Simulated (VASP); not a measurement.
A run of VASP 6.6.1:

The input POSCAR:

```
Ir
1.0
    0.0000000000      1.9222427977      1.9222427977
    1.9222427977      0.0000000000      1.9222427977
    1.9222427977      1.9222427977      0.0000000000
Ir
1
Direct
    0.0000000000      0.0000000000      0.0000000000
```

INCAR.step1

```
SYSTEM = Ir
PREC = Accurate ; ENCUT = 520
ISMEAR = 0 ; SIGMA = 0.1
LREAL = .False. ; LASPH = .True.
NELM = 60 ; NBANDS = 10
GGA = PE ; ALGO = Normal
EDIFF = 1E-4 ; LWAVE = .True.
LCHARG = .False.
```

INCAR.step2

```
SYSTEM = Ir
PREC = Accurate ; ENCUT = 520
EDIFF = 1E-7 ; ISMEAR = 0
SIGMA = 0.1 ; LREAL = .False.
LASPH = .True. ; NELM = 60
ALGO = Normal ; ISIF = 2
LWAVE = .False. ; LCHARG = .False.
METAGGA = R2SCAN ; LMIXTAU = .True.
NBANDS = 10 ; ISTART = 1
```

File KPOINTS:

```
regular mesh
0
Gamma
  10 10 10
  0 0 0
```

Potentials or basis: VASP PAW PBE potentials, release 64 (Ir).

Run with:

```bash
$ cat potpaw_PBE.64/Ir/POTCAR > POTCAR
$ cp INCAR.step1 INCAR
$ mpirun -np 1 vasp_std > vasp.out
$ cp INCAR.step2 INCAR
$ mpirun -np 1 vasp_std > vasp.out
```

Hardware: 1 thread of Intel(R) Xeon(R) Platinum 8488C (Sapphire Rapids) (shared host).

Question: Estimate the wall time of this run.

Answer: It took 20 s on 1 thread of Intel(R) Xeon(R) Platinum 8488C (Sapphire Rapids) (shared host), peak memory 0.13 GiB. Counts: k points 47.
